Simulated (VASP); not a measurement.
# SiSn4 (F-43m) in VASP: further runs, part 2 of 2

VASP 6.6.1. The steps go on from the part before.

## (4) Relaxation of cell and atoms, PBE

Input file INCAR:

```
PREC = Accurate
ENCUT = 600
EDIFF = 1E-7
ISMEAR = 0
SIGMA = 0.1
LREAL = F
LASPH = T
NELM = 80
ALGO = Fast
ISIF = 3
LWAVE = F
LCHARG = F
GGA = PE
IBRION = 2
NSW = 100
EDIFFG = -0.01
```

Input file KPOINTS:

```
Automatic mesh
0
Gamma
  8 8 8
```

Input file POSCAR:

```
SiSn4
1.0
    0.0000000000      4.3413715052      4.3413715052
    4.3413715052      0.0000000000      4.3413715052
    4.3413715052      4.3413715052      0.0000000000
Si Sn
1 4
Direct
    0.7500000000      0.7500000000      0.7500000000
    0.1249564227      0.6251307320      0.1249564227
    0.1249564227      0.1249564227      0.1249564227
    0.6251307320      0.1249564227      0.1249564227
    0.1249564227      0.1249564227      0.6251307320
```

Potentials or basis: VASP PAW PBE potentials, release 64 (Si, Sn_d).

Run with:

```bash
> cat potpaw_PBE.64/Si/POTCAR potpaw_PBE.64/Sn_d/POTCAR > POTCAR
> mpirun -np 1 vasp_std > vasp.out
```

OUTCAR:

```text
PREC = Accurate
   ENCUT = 600
   EDIFF = 1E-7
   ISMEAR = 0
   LREAL = F
   LASPH = T
   NELM = 80
   ISIF = 3
   GGA = PE
   IBRION = 2
   NSW = 100
   EDIFFG = -0.01

 ion  position               nearest neighbor table
   1  0.750  0.750  0.750-
   2  0.125  0.625  0.125-   3 3.07   4 3.07   5 3.07   4 3.07   5 3.07   3 3.07
   3  0.125  0.125  0.125-   2 3.07   4 3.07   5 3.07   4 3.07   2 3.07   5 3.07
   4  0.625  0.125  0.125-   2 3.07   3 3.07   5 3.07   2 3.07   5 3.07   3 3.07
   5  0.125  0.125  0.625-   2 3.07   3 3.07   4 3.07   2 3.07   4 3.07   3 3.07

  LATTYP: Found a face centered cubic cell.
 ALAT       =     8.6827430104

  Lattice vectors:

 A1 = (   0.0000000000,   4.3413715052,   4.3413715052)
 A2 = (   4.3413715052,   0.0000000000,   4.3413715052)
 A3 = (   4.3413715052,   4.3413715052,   0.0000000000)

Analysis of symmetry for initial positions (statically):
=====================================================================
 Subroutine PRICEL returns:
 Original cell was already a primitive cell.

 Routine SETGRP: Setting up the symmetry group for a
 face centered cubic supercell.

 Subroutine GETGRP returns: Found 24 space group operations
 (whereof 24 operations were pure point group operations)
 out of a pool of 48 trial point group operations.

The static configuration has the point symmetry T_d .

Analysis of symmetry for dynamics (positions and initial velocities):
=====================================================================
 Subroutine PRICEL returns:
 Original cell was already a primitive cell.

 Routine SETGRP: Setting up the symmetry group for a
 face centered cubic supercell.

 Subroutine GETGRP returns: Found 24 space group operations
 (whereof 24 operations were pure point group operations)
 out of a pool of 48 trial point group operations.
[... 127 lines left out ...]
     AMIX_MAG =   1.60;   BMIX_MAG =  1.00
  volume/ion in A,a.u.               =      32.73       220.87
  Fermi-wavevector in a.u.,A,eV,Ry     =   1.171714  2.214218 18.679626  1.372914
  Thomas-Fermi vector in A             =   2.308154
   LORBIT       =      0    0 simple, 1 ext, 2 COOP (PROOUT), +10 PAW based schemes
   GGA     = PE    functional components
   LHFCALC =     F    Hartree Fock is set to
   AEXX    =    0.0000 exact exchange contribution
   IVDW    =     0    specifies the selected vdW correction
   LEPSILON=     F    determine dielectric tensor
   LRPA    =     F    only Hartree local field effects (RPA)
 conjugate gradient relaxation of ions
 non-spin polarized calculation
 RMM-DIIS sequential band-by-band and
 Gauss-broadening in eV      SIGMA  =   0.10
  energy-cutoff  :      600.00
  volume of cell :      163.65
 maximum number of plane-waves:      5577
 NGX is ok and might be reduce to    50
   NGX = 25   NGY = 25   NGZ = 25

 number of electron      60.0000028 magnetization

 Free energy of the ion-electron system (eV)
  ---------------------------------------------------
  ext. energy  EPLUGINS =         0.00000000
  ---------------------------------------------------
  free energy    TOTEN  =       -17.80172053 eV

  energy without entropy =      -17.78344049  energy(sigma->0) =      -17.79258051

 E-fermi :   5.1587     XC(G=0):  -8.9211

 val. band max:        5.1426089135   @ k =   0.3750   0.1250   0.0000
 cond. band min:       5.1681912588   @ k =   0.3750   0.0000   0.0000
 fundamental gap:      0.0255823453
 Fermi energy:         5.1586850338

 k-point     1 :       0.0000    0.0000    0.0000
  band No.  band energies     occupation
      1     -16.5099      2.00000
      2     -16.4076      2.00000
      3     -16.4076      2.00000
      4     -16.4075      2.00000
      5     -16.4075      2.00000
      6     -16.4075      2.00000
[... 925 lines left out ...]
     35       8.0623      0.00000
     36       8.4773      0.00000

 [... further k-points ...]

------------------------ aborting loop because EDIFF is reached ----------------------------------------

  FORCE on cell =-STRESS in cart. coord.  units (eV):
  Direction    XX          YY          ZZ          XY          YZ          ZX
  --------------------------------------------------------------------------------------
  -------------------------------------------------------------------------------------
  Total       -0.0476882     -0.0476882     -0.0476882      0.0000000      0.0000000      0.0000000
  in kB       -0.4668855     -0.4668855     -0.4668855      0.0000000      0.0000000      0.0000000
  external PRESSURE =      -0.4668855 kB  Pullay stress =       0.0000000 kB

 VOLUME and BASIS-vectors are now :
 -----------------------------------------------------------------------------
  energy-cutoff  :      600.00
  volume of cell :      163.65
      direct lattice vectors                 reciprocal lattice vectors
     0.000000000  4.341371505  4.341371505    -0.115170978  0.115170978  0.115170978
     4.341371505  0.000000000  4.341371505     0.115170978 -0.115170978  0.115170978
     4.341371505  4.341371505  0.000000000     0.115170978  0.115170978 -0.115170978

 POSITION                                       TOTAL-FORCE (eV/Angst)
 -----------------------------------------------------------------------------------
      6.51206      6.51206      6.51206         0.000000      0.000000      0.000000
      3.25641      1.08496      3.25641         0.003417     -0.003417      0.003417
      1.08496      1.08496      1.08496        -0.003417     -0.003417     -0.003417
      1.08496      3.25641      3.25641        -0.003417      0.003417      0.003417
      3.25641      3.25641      1.08496         0.003417      0.003417     -0.003417
 -----------------------------------------------------------------------------------
    total drift:                               -0.000000     -0.000000     -0.000000

  FREE ENERGIE OF THE ION-ELECTRON SYSTEM (eV)
  ---------------------------------------------------
  free  energy   TOTEN  =       -17.8017205277 eV

  energy  without entropy=      -17.7834404935  energy(sigma->0) =      -17.79258051

 reached required accuracy - stopping structural energy minimisation
```

CONTCAR:

```text
SiSn4
   1.00000000000000
     0.0000000000000000    4.3413715051999997    4.3413715051999997
     4.3413715051999997    0.0000000000000000    4.3413715051999997
     4.3413715051999997    4.3413715051999997    0.0000000000000000
  Si              Sn
     1     4
Direct
     0.7500000000000000    0.7500000000000000    0.7500000000000000
     0.1249564227000022    0.6251307320000024    0.1249564227000022
     0.1249564227000022    0.1249564227000022    0.1249564227000022
     0.6251307320000024    0.1249564227000022    0.1249564227000022
     0.1249564227000022    0.1249564227000022    0.6251307320000024

  0.00000000E+00  0.00000000E+00  0.00000000E+00
  0.00000000E+00  0.00000000E+00  0.00000000E+00
  0.00000000E+00  0.00000000E+00  0.00000000E+00
  0.00000000E+00  0.00000000E+00  0.00000000E+00
  0.00000000E+00  0.00000000E+00  0.00000000E+00
```

It took 5.5 min on 1 thread of Intel Xeon Platinum 8488C (Sapphire Rapids), shared host; peak memory 0.44 GiB.

Results:

```
Free energy                  : -17.8017 eV
Pressure after relaxing      : 0.0 GPa
Largest force after relaxing : 0.006 eV/Å
Band gap on the k mesh       : zero (bands 30 and 31 overlap by 1.81 eV)
```

Forces on the atoms (eV/Å):
```
Si   0.000  0.000  0.000
Sn   0.003 -0.003  0.003
Sn  -0.003 -0.003 -0.003
Sn  -0.003  0.003  0.003
Sn   0.003  0.003 -0.003
```

Final structure:
```cif
data_structure
_symmetry_space_group_name_H-M 'P 1'
_symmetry_Int_Tables_number 1
_cell_length_a 6.1396
_cell_length_b 6.1396
_cell_length_c 6.1396
_cell_angle_alpha 60.000
_cell_angle_beta 60.000
_cell_angle_gamma 60.000
_cell_volume 163.65
loop_
_atom_site_label
_atom_site_type_symbol
_atom_site_fract_x
_atom_site_fract_y
_atom_site_fract_z
_atom_site_occupancy
Si1 Si 0.75000 0.75000 0.75000 1
Sn1 Sn 0.12496 0.62513 0.12496 1
Sn2 Sn 0.12496 0.12496 0.12496 1
Sn3 Sn 0.62513 0.12496 0.12496 1
Sn4 Sn 0.12496 0.12496 0.62513 1
```

Caveat: the relaxation stopped at its first step, so nothing moved; spin-orbit coupling is left out, which moves the levels of the heavy elements.

## (5) Summary

| task | cell | k mesh | cutoff (eV) | gap on the mesh (eV) | pressure (GPa) | largest force (eV/Å) |
| --- | --- | --- | --- | --- | --- | --- |
| single point | a = 6.140 Å, angles 60.0°, 5 atoms, atomic positions A | 8 × 8 × 8 | 520 | none | -0.1 | 0.01 |
| relaxation of cell and atoms | relaxed from a = 5.825 Å, angles 60.0°, 5 atoms, atomic positions B | 4 × 4 × 4 | 600 | none | 0.0 | 0.01 |
| relaxation of cell and atoms | relaxed from a = 6.140 Å, angles 60.0°, 5 atoms, atomic positions A | 8 × 8 × 8 | 600 | none | 0.0 | 0.01 |

Alike in all rows: level PBE; potentials or basis VASP PAW PBE potentials, release 64 (Si, Sn_d); no spin polarisation; smearing gaussian 0.1 eV.

Caveats: spin-orbit coupling is left out, which moves the levels of the heavy elements; the relaxation stopped at its first step, so nothing moved (at least some runs).

Total energies depend on the potentials used, so only differences within one code and one set of settings carry meaning.
